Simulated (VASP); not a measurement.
Input of a VASP 6.6.1 run:

File INCAR:

```
SYSTEM = Si2NF2
PREC     = Accurate       ! precision mode
ENCUT    = 520            ! plane-wave cutoff, eV
EDIFF    = 1E-6           ! SCF threshold, eV
ISMEAR   = 0              ! smearing method
SIGMA    = 0.1            ! smearing width, eV
LREAL    = .False.        ! projectors in reciprocal space
LASPH    = .True.         ! aspherical terms in the spheres
NELM     = 150            ! most SCF steps
ALGO     = Normal         ! electronic algorithm
ISIF     = 2              ! what is computed and relaxed
LWAVE    = .False.        ! write WAVECAR
LCHARG   = .False.        ! write CHGCAR
ISPIN    = 2              ! spin polarisation
MAGMOM   = 0 0 1 1 1      ! initial moments
LORBIT   = 11             ! projections on sites
GGA      = PE             ! functional
NBANDS   = 26             ! bands
```

The input KPOINTS:

```
regular mesh
0
Gamma
  6 6 4
  0 0 0
```

The input POSCAR:

```
Si2NF2
1.0
    3.4747150200      0.0000000000      0.0000000000
   -1.7373575100      3.0091914700      0.0000000000
    0.0000000000      0.0000000000      5.9508334800
Si N F
2 1 2
Direct
    0.3333333300      0.6666666700      0.0000000000
    0.6666666700      0.3333333300      0.0000000000
    0.0000000000      0.0000000000      0.5000000000
    0.0000000000      0.0000000000      0.1326089400
    0.0000000000      0.0000000000      0.8673910600
```

Potentials or basis: VASP PAW PBE potentials, release 64 (Si, N, F).

Run with:

```console
$ cat potpaw_PBE.64/Si/POTCAR potpaw_PBE.64/N/POTCAR potpaw_PBE.64/F/POTCAR > POTCAR
$ mpirun -np 1 vasp_std > vasp.out
```

(1) Estimate the pressure.

(2) Predict the site moments.

## Answers

(1) 84.6 GPa.

(2) Si -0.08; N +1.64; F -0.03 μB.
